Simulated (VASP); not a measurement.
Input of a VASP 6.6.1 run:

File INCAR:

```
SYSTEM = Ag
PREC     = Accurate       ! precision mode
ENCUT    = 520            ! plane-wave cutoff, eV
EDIFF    = 1E-6           ! SCF threshold, eV
ISMEAR   = -1             ! smearing method
SIGMA    = 0.03           ! smearing width, eV
LREAL    = .False.        ! projectors in reciprocal space
LASPH    = .True.         ! aspherical terms in the spheres
NELM     = 100            ! most SCF steps
ALGO     = Normal         ! electronic algorithm
ISIF     = 2              ! what is computed and relaxed
LWAVE    = .False.        ! write WAVECAR
LCHARG   = .True.         ! write CHGCAR
GGA      = PE             ! functional
LELF     = .True.         ! ELF
LVHAR    = .True.       
NBANDS   = 18             ! bands
```

File KPOINTS:

```
regular mesh
0
Gamma
  4 4 2
  0 0 0
```

The input POSCAR:

```
Ag
1.0
    2.9299980804      0.0000000000      0.0000000000
   -1.4649990402      2.5374527707      0.0000000000
    0.0000000000      0.0000000000      4.7900000000
Ag
2
Direct
    0.3333333333      0.6666666667      0.2500000000
    0.6666666667      0.3333333333      0.7500000000
```

Potentials or basis: VASP PAW PBE potentials, release 64 (Ag).

The run is started by

```sh
$ cat potpaw_PBE.64/Ag/POTCAR > POTCAR
$ mpirun -np 1 vasp_std > vasp.out
```

(1) Predict the band gap on the k mesh.

(2) Estimate the pressure.

Answers

(1) zero (bands 11 and 12 overlap by 4.30 eV).

(2) 0.5 GPa.

Caveat: the k points lie up to 0.66 Å⁻¹ apart, too coarse for converged energies and pressures of a metal.
